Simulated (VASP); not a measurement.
Write the native input for VASP 6.6.1 that does the following.

| Quantity | Value |
| --- | --- |
| Task | single point |
| Functional | PBEsol |
| Potentials or basis | VASP PAW PBE potentials, release 64 (Zr_sv, S) |
| Cutoff | 520 eV |
| k mesh | 16 × 16 × 16 |
| Occupations | gaussian, width 0.15 eV |
| Spin | no spin polarisation |
| Dipole correction | no |
| Further INCAR settings | ALGO = Normal; EDIFF = 1e-06; NBANDS = 16 |

The structure of ZrS lies in POSCAR:

```
ZrS
1.0
    0.2170936181      2.7414380149      2.7414380149
    2.7414380149      0.2170936181      2.7414380149
    2.7414380149      2.7414380149      0.2170936181
Zr S
1 1
Direct
    0.0000000000      0.0000000000      0.0000000000
    0.5000000000      0.5000000000      0.5000000000
```

The input as run:

INCAR

```
SYSTEM = ZrS
ALGO     = Normal         ! electronic algorithm
EDIFF    = 1E-6           ! SCF threshold, eV
ENCUT    = 520            ! plane-wave cutoff, eV
GGA      = PS             ! functional
ISIF     = 2              ! what is computed and relaxed
ISMEAR   = 0              ! smearing method
LASPH    = .True.         ! aspherical terms in the spheres
LCHARG   = .False.        ! write CHGCAR
LREAL    = .False.        ! projectors in reciprocal space
LWAVE    = .False.        ! write WAVECAR
NBANDS   = 16             ! bands
NELM     = 100            ! most SCF steps
PREC     = Accurate       ! precision mode
SIGMA    = 0.15           ! smearing width, eV
```

KPOINTS

```
k-points
0
Gamma
  16 16 16
  0 0 0
```

Potentials or basis: VASP PAW PBE potentials, release 64 (Zr_sv, S).

Launch:

```sh
$ cat potpaw_PBE.64/Zr_sv/POTCAR potpaw_PBE.64/S/POTCAR > POTCAR
$ mpirun -np 1 vasp_std > vasp.out
```

It gave:

* Pressure: -6.5 GPa
* Band gap on the k mesh: zero (band 9 reaches 11.69 eV, above the bottom of band 10 at 9.54 eV)

Caveat: the PAW data sets were made with another functional, which shifts forces and pressure a little.

Run time: 2.3 min on 1 thread of Intel(R) Xeon(R) Platinum 8559C (Emerald Rapids), with other jobs on the host, peak memory 0.35 GiB.
